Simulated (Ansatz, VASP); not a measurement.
## CdF2 in VASP and in Ansatz

The input INCAR:

```
PREC = Accurate
ENCUT = 520
EDIFF = 1E-8
ISMEAR = -1
SIGMA = 0.02
LREAL = False
LASPH = True
NELM = 120
ALGO = Normal
ISIF = 2
LWAVE = False
LCHARG = False
LEFG = True
NBANDS = 24
GGA_COMPAT = False
```

Contents of KPOINTS:

```
regular mesh
0
Gamma
  8 8 8
```

Contents of POSCAR:

```
CdF2
1.0
    0.0000000000      2.6390049769      2.6390049769
    2.6390049769      0.0000000000      2.6390049769
    2.6390049769      2.6390049769      0.0000000000
Cd F
1 2
Direct
    0.0000000000      0.0000000000      0.0000000000
    0.2500000000      0.2500000000      0.2500000000
    0.7500000000      0.7500000000      0.7500000000
```

Input for Ansatz:

```yaml
crystal:
  lattice:
    - [0.0, 2.6390049769, 2.6390049769]
    - [2.6390049769, 0.0, 2.6390049769]
    - [2.6390049769, 2.6390049769, 0.0]
  atoms:
    - { symbol: Cd, position: [0.0, 0.0, 0.0] }
    - { symbol: F, position: [0.25, 0.25, 0.25] }
    - { symbol: F, position: [0.75, 0.75, 0.75] }
kpoints:
  mp_grid: { grid: [8, 8, 8] }
scf:
  occupations: { method: fermi_dirac, width: 0.02 }
hamiltonian:
  xc: lda
  pseudopotentials: { kind: paw }
output:
  forces: true
  stress: true
  eigenvalues: true
  efg: { contact_densities: true }
```

Change from the starting cell: volume scaled by 0.94, PAW files.

Alike in both runs: task electric field gradients; functional LDA; k mesh 8 × 8 × 8; occupations fermi-dirac, width 0.02 eV; no spin polarisation.

|  | VASP | Ansatz |
| --- | --- | --- |
| version | VASP 6.6.1 | Ansatz 0.2.0 |
| potentials or method | VASP PAW LDA potentials, release 64 (Cd_sv_GW, F) | PAW with Ansatz's default frozen-core files, scalar-relativistic |
| plane-wave cutoff (eV) | 520 | 420 |
| valence electrons in the cell | 34 | 34 |

|  | VASP | Ansatz | Ansatz less VASP |
| --- | --- | --- | --- |
| gap on the k mesh at the Fermi level (eV) | 3.03 | 3.03 | +0.002 |

LDA's correlation is that of Perdew and Zunger in VASP and of Perdew and Wang (1992) in Ansatz.
